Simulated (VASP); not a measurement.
# ZnSn2N2 (P4mm) in VASP: notebook

Runs on ZnSn2N2. Level: PBE. Tasks: relaxation of cell and atoms, single point.

All numbers are computed with VASP 6.6.1; they aren't measurements. Logs are shortened: lines on timing, memory, paths and dates and some standing lists are left out, and cuts for length are marked.

## Step 1: The cell of the first run

It takes space group P4mm (No. 99, tetragonal). The conventional cell has a = 4.268 Å, b = 4.268 Å, c = 6.035 Å, α = 90.00°, β = 90.00°, γ = 90.00°. Within 2.9 Å of Zn (site symmetry 4mm) lie 1 N at 2.21 Å. Sn (site symmetry 2mm) has 4 N at 2.17 to 2.59 Å within 2.9 Å. N (site symmetry 4mm) has 4 Sn at 2.17 Å and 1 Zn at 2.21 Å within 2.9 Å. Within 3.4 Å of N (site symmetry 4mm) lie 4 Sn at 2.59 Å and 4 N at 3.21 Å and 4 Zn at 3.22 Å.

The cell was generated, and may not be a known phase.

## Step 2: Relaxation of cell and atoms, PBE

Input file INCAR:

```
ALGO     = Fast           # electronic algorithm
EDIFF    = 1E-6           # SCF threshold, eV
EDIFFG   = -0.04          # ionic threshold
ENCUT    = 600            # plane-wave cutoff, eV
GGA      = PE             # functional
IBRION   = 2              # ionic algorithm
ISIF     = 3              # what is computed and relaxed
ISMEAR   = 0              # smearing method
LASPH    = T              # aspherical terms in the spheres
LCHARG   = F              # write CHGCAR
LREAL    = F              # projectors in reciprocal space
LWAVE    = F              # write WAVECAR
NELM     = 100            # most SCF steps
NSW      = 90             # ionic steps
PREC     = Accurate       # precision mode
SIGMA    = 0.1            # smearing width, eV
```

Input file KPOINTS:

```
k-points
0
Gamma
  4 4 4
```

Input file POSCAR:

```
ZnSn2N2
1.0
    4.2683893500      0.0000000000      0.0000000000
    0.0000000000      4.2683893500      0.0000000000
    0.0000000000      0.0000000000      6.0351729600
Zn Sn N
1 2 2
Direct
    0.5000000000      0.5000000000      0.6187840700
    0.5000000000      0.0000000000      0.0466982800
    0.0000000000      0.5000000000      0.0466982800
    0.5000000000      0.5000000000      0.9857253000
    0.0000000000      0.0000000000      0.8028335400
```

Potentials or basis: VASP PAW PBE potentials, release 64 (Zn, Sn_d, N).

Run with:

```bash
> cat potpaw_PBE.64/Zn/POTCAR potpaw_PBE.64/Sn_d/POTCAR potpaw_PBE.64/N/POTCAR > POTCAR
> mpirun -np 1 vasp_std > vasp.out
```

OUTCAR:

```text
EDIFF = 1E-6
   EDIFFG = -0.04
   ENCUT = 600
   GGA = PE
   IBRION = 2
   ISIF = 3
   ISMEAR = 0
   LASPH = T
   LREAL = F
   NELM = 100
   NSW = 90
   PREC = Accurate

 ion  position               nearest neighbor table
   1  0.500  0.500  0.619-   4 2.21   3 3.35   2 3.35   2 3.35   3 3.35
   2  0.500  0.000  0.047-   4 2.17   4 2.17   5 2.59   5 2.59   3 3.02   3 3.02   3 3.02   3 3.02
                             1 3.35   1 3.35
   3  0.000  0.500  0.047-   4 2.17   4 2.17   5 2.59   5 2.59   2 3.02   2 3.02   2 3.02   2 3.02
                             1 3.35   1 3.35
   4  0.500  0.500  0.986-   2 2.17   3 2.17   2 2.17   3 2.17   1 2.21
   5  0.000  0.000  0.803-   2 2.59   3 2.59   3 2.59   2 2.59

  LATTYP: Found a simple tetragonal cell.
 ALAT       =     4.2683893500
 C/A-ratio  =     1.4139227857

  Lattice vectors:

 A1 = (   4.2683893500,   0.0000000000,   0.0000000000)
 A2 = (   0.0000000000,   4.2683893500,   0.0000000000)
 A3 = (   0.0000000000,   0.0000000000,   6.0351729600)

Analysis of symmetry for initial positions (statically):
=====================================================================
 Subroutine PRICEL returns:
 Original cell was already a primitive cell.

 Routine SETGRP: Setting up the symmetry group for a
 simple tetragonal supercell.

 Subroutine GETGRP returns: Found  8 space group operations
 (whereof  8 operations were pure point group operations)
 out of a pool of 16 trial point group operations.

The static configuration has the point symmetry C_4v.

Analysis of symmetry for dynamics (positions and initial velocities):
=====================================================================
 Subroutine PRICEL returns:
 Original cell was already a primitive cell.

 Routine SETGRP: Setting up the symmetry group for a
 simple tetragonal supercell.

 Subroutine GETGRP returns: Found  8 space group operations
 (whereof  8 operations were pure point group operations)
 out of a pool of 16 trial point group operations.

The dynamic configuration has the point symmetry C_4v.

 Subroutine INISYM returns: Found  8 space group operations
 (whereof  8 operations are pure point group operations),
 and found     1 'primitive' translations

----------------------------------------------------------------------------------------

                                     Primitive cell

  volume of cell :     109.9557

  direct lattice vectors                    reciprocal lattice vectors
     4.268389350  0.000000000  0.000000000     0.234280408  0.000000000  0.000000000
     0.000000000  4.268389350  0.000000000     0.000000000  0.234280408  0.000000000
     0.000000000  0.000000000  6.035172960     0.000000000  0.000000000  0.165695334

  length of vectors
     4.268389350  4.268389350  6.035172960     0.234280408  0.234280408  0.165695334

  position of ions in fractional coordinates (direct lattice)
     0.500000000  0.500000000  0.618784070
     0.500000000  0.000000000  0.046698280
     0.000000000  0.500000000  0.046698280
     0.500000000  0.500000000  0.985725300
     0.000000000  0.000000000  0.802833540

  ion indices of the primitive-cell ions
   primitive index   ion index
                 1           1
                 2           2
                 3           3
                 4           4
                 5           5

----------------------------------------------------------------------------------------

 KPOINTS: k-points

Automatic generation of k-mesh.
 Grid dimensions read from file:
 generate k-points for:    4    4    4

 Generating k-lattice:

  Cartesian coordinates                     Fractional coordinates (reciprocal lattice)
     0.058570102  0.000000000  0.000000000     0.250000000  0.000000000  0.000000000
     0.000000000  0.058570102  0.000000000     0.000000000  0.250000000  0.000000000
     0.000000000  0.000000000  0.041423834     0.000000000  0.000000000  0.250000000

  Length of vectors
     0.058570102  0.058570102  0.041423834

  Shift w.r.t. Gamma in fractional coordinates (k-lattice)
     0.000000000  0.000000000  0.000000000

 Subroutine IBZKPT returns following result:
 ===========================================

 Found     18 irreducible k-points:

 Following reciprocal coordinates:
            Coordinates               Weight
  0.000000  0.000000  0.000000      1.000000
  0.250000  0.000000  0.000000      4.000000
  0.500000  0.000000  0.000000      2.000000
  0.250000  0.250000  0.000000      4.000000
  0.500000  0.250000  0.000000      4.000000
  0.500000  0.500000  0.000000      1.000000
[... 10 lines left out ...]
  0.500000  0.250000  0.500000      4.000000
  0.500000  0.500000  0.500000      1.000000
   k-points           NKPTS =     18   k-points in BZ     NKDIM =     18   number of bands    NBANDS=     30
   number of dos      NEDOS =    301   number of ions     NIONS =      5
   total plane-waves  NPLWV =  62208
   dimension x,y,z NGX =    36 NGY =   36 NGZ =   48
   dimension x,y,z NGXF=    72 NGYF=   72 NGZF=   96
   ions per type =               1   2   2
   NGX,Y,Z   is equivalent  to a cutoff of  14.02, 14.02, 13.22 a.u.
   NGXF,Y,Z  is equivalent  to a cutoff of  28.04, 28.04, 26.44 a.u.
 SYSTEM =  unknown system
   PREC   = accura    normal or accurate (medium, high low for compatibility)
   ISTART =      0    job   : 0-new  1-cont  2-samecut
   ICHARG =      2    charge: 1-file 2-atom 10-const
   ISPIN  =      1    spin polarized calculation?
   LNONCOLLINEAR =      F non collinear calculations
   LSORBIT =      F    spin-orbit coupling
   LASPH  =      T    aspherical Exc in radial PAW
   ENCUT  =  600.0 eV  44.10 Ry    6.64 a.u.   8.53  8.53 12.05*2*pi/ulx,y,z
   NELM   =    100;   NELMIN=  2; NELMDL= -5     # of ELM steps
   EDIFF  = 0.1E-05   stopping-criterion for ELM
   LREAL  =      F    real-space projection
   EDIFFG = -.4E-01   stopping-criterion for IOM
   NSW    =     90    number of steps for IOM
   IBRION =      2    ionic relax: 0-MD 1-quasi-New 2-CG
   NFREE  =      1    steps in history (QN), initial steepest desc. (CG)
   ISIF   =      3    stress and relaxation
   ISYM   =      2    0-nonsym 1-usesym 2-fastsym
   POTIM  = 0.5000    time-step for ionic-motion
   TEBEG  =    0.0;   TEEND  =   0.0 temperature during run
   PSTRESS=    0.0 pullay stress
   NELECT =      50.0000    total number of electrons
   NUPDOWN=      -1.0000    fix difference up-down
   EMIN   =  10.00;   EMAX   =-10.00  energy-range for DOS
   EFERMI =   0.00;   METHOD = LEGACY
   ISMEAR =     0;   SIGMA  =   0.10  broadening in eV -4-tet -1-fermi 0-gaus
   EFERMI_NEDOS =   21; number of points for ismear=-14 and -15
   IALGO  =     68    algorithm
   IMIX   =      4    mixing-type and parameters
     AMIX     =   0.40;   BMIX     =  1.00
     AMIX_MAG =   1.60;   BMIX_MAG =  1.00
  volume/ion in A,a.u.               =      21.99       148.40
  Fermi-wavevector in a.u.,A,eV,Ry     =   1.258903  2.378982 21.563010  1.584837
  Thomas-Fermi vector in A             =   2.392489
   LORBIT       =      0    0 simple, 1 ext, 2 COOP (PROOUT), +10 PAW based schemes
   GGA     = PE    functional components
   LHFCALC =     F    Hartree Fock is set to
   AEXX    =    0.0000 exact exchange contribution
   IVDW    =     0    specifies the selected vdW correction
   LEPSILON=     F    determine dielectric tensor
   LRPA    =     F    only Hartree local field effects (RPA)
 conjugate gradient relaxation of ions
 non-spin polarized calculation
 RMM-DIIS sequential band-by-band and
 Gauss-broadening in eV      SIGMA  =   0.10
  energy-cutoff  :      600.00
  volume of cell :      109.96
 maximum number of plane-waves:      3712
 NGX is ok and might be reduce to    36
   NGX = 17   NGY = 17   NGZ = 25

--------------------------------------- Ionic step        1  -------------------------------------------

 number of electron      49.9999991 magnetization

 Free energy of the ion-electron system (eV)
  ---------------------------------------------------
  ext. energy  EPLUGINS =         0.00000000
  ---------------------------------------------------
  free energy    TOTEN  =       -19.26369314 eV

  energy without entropy =      -19.25135489  energy(sigma->0) =      -19.25752402

------------------------ aborting loop because EDIFF is reached ----------------------------------------

  FORCE on cell =-STRESS in cart. coord.  units (eV):
  Direction    XX          YY          ZZ          XY          YZ          ZX
  --------------------------------------------------------------------------------------
  -------------------------------------------------------------------------------------
  Total        5.1812077      5.1812077     -6.2758906      0.0000000     -0.0000000      0.0000000
  in kB       75.4959763     75.4959763    -91.4467273      0.0000000     -0.0000000      0.0000000
  external PRESSURE =      19.8484084 kB  Pullay stress =       0.0000000 kB
[... 98 lines left out ...]
  FREE ENERGIE OF THE ION-ELECTRON SYSTEM (eV)
  ---------------------------------------------------
  free  energy   TOTEN  =       -20.5773420349 eV

  energy  without entropy=      -20.5704276538  energy(sigma->0) =      -20.57388484

 E-fermi :   3.9340     XC(G=0):  -9.3312

 val. band max:        3.9099417454   @ k =   0.5000   0.0000   0.2500
 cond. band min:       3.9499134131   @ k =   0.0000   0.0000   0.5000
 fundamental gap:      0.0399716676
 Fermi energy:         3.9339773587

 k-point     1 :       0.0000    0.0000    0.0000
  band No.  band energies     occupation
      1     -17.5674      2.00000
      2     -17.4972      2.00000
      3     -17.4196      2.00000
      4     -17.3654      2.00000
      5     -17.3654      2.00000
      6     -17.2814      2.00000
[... 583 lines left out ...]
     29       7.6354      0.00000
     30       7.6406      0.00000

 E-fermi :   5.4127     XC(G=0): -10.0587

 val. band max:        5.3838993948   @ k =   0.5000   0.0000   0.2500
 cond. band min:       5.6733321719   @ k =   0.0000   0.0000   0.5000
 fundamental gap:      0.2894327772
 Fermi energy:         5.4127068405

 k-point     1 :       0.0000    0.0000    0.0000
  band No.  band energies     occupation
      1     -16.3583      2.00000
      2     -16.2279      2.00000
      3     -16.1949      2.00000
      4     -16.0459      2.00000
      5     -16.0459      2.00000
      6     -15.9100      2.00000
[... 583 lines left out ...]
     29       9.8829      0.00000
     30       9.8836      0.00000

[... ionic steps 4 to 15 ...]

--------------------------------------- Ionic step       16  -------------------------------------------

 number of electron      49.9999990 magnetization

------------------------ aborting loop because EDIFF is reached ----------------------------------------
[... 73 lines left out ...]
--------------------------------------- Ionic step       18  -------------------------------------------

 number of electron      49.9999991 magnetization

 Free energy of the ion-electron system (eV)
  ---------------------------------------------------
  ext. energy  EPLUGINS =         0.00000000
  ---------------------------------------------------
  free energy    TOTEN  =       -22.38390185 eV

  energy without entropy =      -22.37726878  energy(sigma->0) =      -22.38058532

 E-fermi :   4.9843     XC(G=0):  -9.9289

 val. band max:        4.9811786732   @ k =   0.5000   0.0000   0.5000
 cond. band min:       5.0918743181   @ k =   0.0000   0.0000   0.5000
 fundamental gap:      0.1106956449
 Fermi energy:         4.9842675684

 k-point     1 :       0.0000    0.0000    0.0000
  band No.  band energies     occupation
      1     -16.5285      2.00000
      2     -16.4787      2.00000
      3     -16.3958      2.00000
      4     -16.2899      2.00000
      5     -16.2899      2.00000
      6     -16.1580      2.00000
[... 615 lines left out ...]
  FREE ENERGIE OF THE ION-ELECTRON SYSTEM (eV)
  ---------------------------------------------------
  free  energy   TOTEN  =       -22.3839018489 eV

  energy  without entropy=      -22.3772687850  energy(sigma->0) =      -22.38058532

 reached required accuracy - stopping structural energy minimisation
```

Run time: 22 min. Hardware: 1 thread of Oxide Virtual Turin-like, shared host; peak memory 0.26 GiB.

Results:

```yaml
Free_energy: -22.3839 eV
Relaxed_volume: 18.83 Å³/atom
Relaxed_cell: a = 4.348 Å, b = 4.348 Å, c = 4.981 Å, α = 90.00°, β = 90.00°, γ = 90.00°
Space_group_after_relaxing_to_0.1_Å: P4mm (No. 99)
Energy_gained_by_relaxing: 624.0 meV/atom
Ionic_steps: 18
Pressure_after_relaxing: 0.0 GPa
Largest_force_after_relaxing: 0.025 eV/Å
Band_gap_on_the_k_mesh: zero (bands 25 and 26 overlap by 0.56 eV)
```

Forces in eV/Å, atoms in the order of the input:
```
Zn   0.000  0.000 -0.007
Sn   0.000  0.000 -0.012
Sn   0.000  0.000 -0.012
N    0.000  0.000  0.005
N    0.000  0.000  0.025
```

Step by step:
| step | energy change (eV) | largest force (eV/Å) | pressure (GPa) | volume (Å³) |
| --- | --- | --- | --- | --- |
| 1 | 0.0000 | 2.7698 | 1.98 | 109.96 |
| 2 | -1.1614 | 2.2650 | -2.93 | 113.88 |
| 3 | -1.3136 | 2.4976 | -3.64 | 115.68 |
| 4 | -1.3210 | 1.9812 | -3.63 | 115.28 |
| 5 | -1.8861 | 2.8342 | -1.59 | 107.74 |
| 6 | -2.1197 | 6.1744 | 12.19 | 87.98 |
| 7 | -2.2855 | 4.8976 | 5.33 | 95.05 |
| 8 | -2.5181 | 3.6714 | 4.90 | 93.96 |
| 9 | -2.8406 | 1.2790 | 5.13 | 90.91 |
| 10 | -2.8541 | 1.2412 | 5.51 | 90.21 |
| 11 | -2.9468 | 1.0124 | 3.42 | 91.83 |
| 12 | -3.0514 | 0.6622 | -1.13 | 96.04 |
| 13 | -3.0522 | 0.6407 | -1.49 | 96.42 |
| 14 | -3.0746 | 0.5163 | -1.23 | 96.02 |
| 15 | -3.1149 | 0.1152 | -0.56 | 94.87 |
| 16 | -3.1194 | 0.1055 | -0.19 | 94.30 |
| 17 | -3.1194 | 0.0790 | -0.22 | 94.36 |
| 18 | -3.1202 | 0.0255 | -0.04 | 94.16 |

Final structure:
```yaml
crystal:
  lattice:
    - [4.34799, 0.00000, 0.00000]
    - [0.00000, 4.34799, 0.00000]
    - [0.00000, 0.00000, 4.98093]
  atoms:
    - { symbol: Zn, position: [0.50000, 0.50000, 0.50606] }
    - { symbol: Sn, position: [0.50000, 0.00000, 0.07798] }
    - { symbol: Sn, position: [0.00000, 0.50000, 0.07798] }
    - { symbol: N, position: [0.50000, 0.50000, 0.89296] }
    - { symbol: N, position: [0.00000, 0.00000, 0.94575] }
```

Caveat: the k points lie up to 0.36 Å⁻¹ apart in the final cell, too coarse for converged energies and pressures of a metal; a cell axis changed by over 15 % at a fixed basis, so the end point is rough; spin-orbit coupling is left out, which moves the levels of the heavy elements.

## Step 3: Single point, PBE

This run uses another cell than the first one, of 18.84 Å³/atom.

Input file INCAR:

```
SYSTEM = ZnSn2N2
  PREC = Accurate
  ENCUT = 520
  EDIFF = 1E-6
  ISMEAR = 0
  SIGMA = 0.1
  LREAL = .False.
  LASPH = .True.
  NELM = 60
  ALGO = Fast
  ISIF = 2
  LWAVE = .False.
  LCHARG = .True.
  GGA = PE
  LELF = .True.
  LVHAR = .True.
  NBANDS = 33
```

Input file KPOINTS:

```
Automatic mesh
0
Gamma
  10 10 8
  0 0 0
```

Input file POSCAR:

```
ZnSn2N2
1.0
    4.3451531733      0.0000000000      0.0000000000
    0.0000000000      4.3451531733      0.0000000000
    0.0000000000      0.0000000000      4.9882123947
Zn Sn N
1 2 2
Direct
    0.5000000000      0.5000000000      0.5058079277
    0.5000000000      0.0000000000      0.0774879721
    0.0000000000      0.5000000000      0.0774879721
    0.5000000000      0.5000000000      0.8915574790
    0.0000000000      0.0000000000      0.9483981191
```

Potentials or basis: VASP PAW PBE potentials, release 64 (Zn, Sn_d, N).

Run with:

```bash
> cat potpaw_PBE.64/Zn/POTCAR potpaw_PBE.64/Sn_d/POTCAR potpaw_PBE.64/N/POTCAR > POTCAR
> mpirun -np 1 vasp_std > vasp.out
```

OUTCAR:

```text
SYSTEM = ZnSn2N2
   PREC = Accurate
   ENCUT = 520
   EDIFF = 1E-6
   ISMEAR = 0
   LREAL = .False.
   LASPH = .True.
   NELM = 60
   ISIF = 2
   GGA = PE

 ion  position               nearest neighbor table
   1  0.500  0.500  0.506-   4 1.92   3 3.05   2 3.05   2 3.05   3 3.05
   2  0.500  0.000  0.077-   5 2.27   5 2.27   4 2.36   4 2.36   1 3.05   1 3.05   3 3.07   3 3.07
                             3 3.07   3 3.07
   3  0.000  0.500  0.077-   5 2.27   5 2.27   4 2.36   4 2.36   1 3.05   1 3.05   2 3.07   2 3.07
                             2 3.07   2 3.07
   4  0.500  0.500  0.892-   1 1.92   2 2.36   3 2.36   2 2.36   3 2.36
   5  0.000  0.000  0.948-   2 2.27   3 2.27   3 2.27   2 2.27
[... 1070 lines left out ...]
  -------------------------------------------------------------------------------------
  Total        0.0232086      0.0232086      0.1605576      0.0000000      0.0000000      0.0000000
  in kB        0.3948252      0.3948252      2.7314061      0.0000000      0.0000000      0.0000000
  external PRESSURE =       1.1736855 kB  Pullay stress =       0.0000000 kB

 VOLUME and BASIS-vectors are now :
 -----------------------------------------------------------------------------
  energy-cutoff  :      520.00
  volume of cell :       94.18
      direct lattice vectors                 reciprocal lattice vectors
     4.345153173  0.000000000  0.000000000     0.230141484  0.000000000  0.000000000
     0.000000000  4.345153173  0.000000000     0.000000000  0.230141484  0.000000000
     0.000000000  0.000000000  4.988212395     0.000000000  0.000000000  0.200472618

 POSITION                                       TOTAL-FORCE (eV/Angst)
 -----------------------------------------------------------------------------------
      2.17258      2.17258      2.52308         0.000000      0.000000     -0.084574
      2.17258      0.00000      0.38653        -0.000000      0.000000      0.017243
      0.00000      2.17258      0.38653        -0.000000     -0.000000      0.017243
      2.17258      2.17258      4.44728        -0.000000     -0.000000      0.064926
      0.00000      0.00000      4.73081        -0.000000     -0.000000     -0.014838
 -----------------------------------------------------------------------------------
    total drift:                                0.000000     -0.000000      0.000611

  FREE ENERGIE OF THE ION-ELECTRON SYSTEM (eV)
  ---------------------------------------------------
  free  energy   TOTEN  =       -22.3626534594 eV

  energy  without entropy=      -22.3540964707  energy(sigma->0) =      -22.35837497
```

It took 6.6 min on 1 thread of Oxide Virtual Turin-like, shared host; peak memory 0.38 GiB.

What came out:

```
Free energy            : -22.3627 eV
Pressure               : 0.1 GPa
Largest force          : 0.085 eV/Å
Band gap on the k mesh : zero (bands 25 and 26 overlap by 0.56 eV)
```

Forces on the atoms (eV/Å):
```
Zn   0.000  0.000 -0.085
Sn   0.000  0.000  0.017
Sn   0.000  0.000  0.017
N    0.000  0.000  0.065
N    0.000  0.000 -0.015
```

Stress tensor (GPa, compression positive):
```
0.04 0.00 0.00
0.00 0.04 0.00
0.00 0.00 0.27
```

Caveat: spin-orbit coupling is left out, which moves the levels of the heavy elements.

The gap in the log of VASP goes by the Fermi energy; the results here count the filled bands.